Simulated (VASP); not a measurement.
A run of VASP 6.6.1:

File INCAR:

```
SYSTEM = Cd2As
PREC = Accurate ; ENCUT = 600
EDIFF = 1E-7 ; ISMEAR = 0
SIGMA = 0.1 ; LREAL = .False.
LASPH = .True. ; NELM = 80
ALGO = Fast ; ISIF = 3
LWAVE = .False. ; LCHARG = .False.
GGA = PE ; IBRION = 2
NSW = 100 ; EDIFFG = -0.01
```

The input KPOINTS:

```
Automatic mesh
0
Gamma
  8 8 8
  0 0 0
```

Contents of POSCAR:

```
Cd2As
1.0
    0.0000000000      4.1038362557      4.1038362557
    4.1038362557      0.0000000000      4.1038362557
    4.1038362557      4.1038362557      0.0000000000
Cd As
4 2
Direct
    0.6250000000      0.6250000000      0.6250000000
    0.1250000000      0.6250000000      0.6250000000
    0.6250000000      0.6250000000      0.1250000000
    0.6250000000      0.1250000000      0.6250000000
    0.0000000000      0.0000000000      0.0000000000
    0.2500000000      0.2500000000      0.2500000000
```

Potentials or basis: VASP PAW PBE potentials, release 64 (Cd, As).

Command:

```bash
$ cat potpaw_PBE.64/Cd/POTCAR potpaw_PBE.64/As/POTCAR > POTCAR
$ mpirun -np 1 vasp_std > vasp.out
```

Hardware: 1 thread of AMD EPYC 9R45 96-Core Processor (Zen 5), with other jobs on the host.

Question: How long does it take, and how much memory?

Answer: It took 4.2 min on 1 thread of AMD EPYC 9R45 96-Core Processor (Zen 5), with other jobs on the host, peak memory 0.39 GiB. Counts: scf iterations 35, k points 29, ion steps 3.
